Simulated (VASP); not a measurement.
Set up this calculation in VASP 6.6.1, as the native input.

* Task: single point
* Functional: LDA
* Potentials or basis: VASP PAW LDA potentials, release 64 (W_sv)
* Cutoff: 520 eV
* k mesh: 22 × 22 × 22
* Occupations: methfessel-paxton, width 0.2 eV
* Spin: no spin polarisation
* Dipole correction: no
* Further INCAR settings: ALGO = Normal; EDIFF = 1e-06; NBANDS = 13

The structure of W lies in POSCAR:

```
W
1.0
   -1.5823450000      1.5823450000      1.5823450000
    1.5823450000     -1.5823450000      1.5823450000
    1.5823450000      1.5823450000     -1.5823450000
W
1
Direct
    0.0000000000      0.0000000000      0.0000000000
```

These files were run (other wordings do the same):

INCAR

```
SYSTEM = W
PREC = Accurate ; ENCUT = 520
EDIFF = 1E-6 ; ISMEAR = 1
SIGMA = 0.2 ; LREAL = .False.
LASPH = .True. ; NELM = 60
ALGO = Normal ; ISIF = 2
LWAVE = .False. ; LCHARG = .False.
NBANDS = 13
```

KPOINTS

```
Automatic mesh
0
Gamma
  22 22 22
  0 0 0
```

Potentials or basis: VASP PAW LDA potentials, release 64 (W_sv).

Launch:

```sh
$ cat potpaw_LDA.64/W_sv/POTCAR > POTCAR
$ mpirun -np 1 vasp_std > vasp.out
```

It gave:

```json
{"Pressure": "-7.1 GPa", "Band gap on the k mesh": "zero (band 7 reaches 16.47 eV, above the bottom of band 8 at 10.06 eV)"}
```

Caveat: spin-orbit coupling is left out, which moves the levels of the heavy elements.

Wall time 18 s on 1 thread of AMD EPYC 9R45 96-Core Processor (Zen 5), on a shared host, peak memory 0.14 GiB.
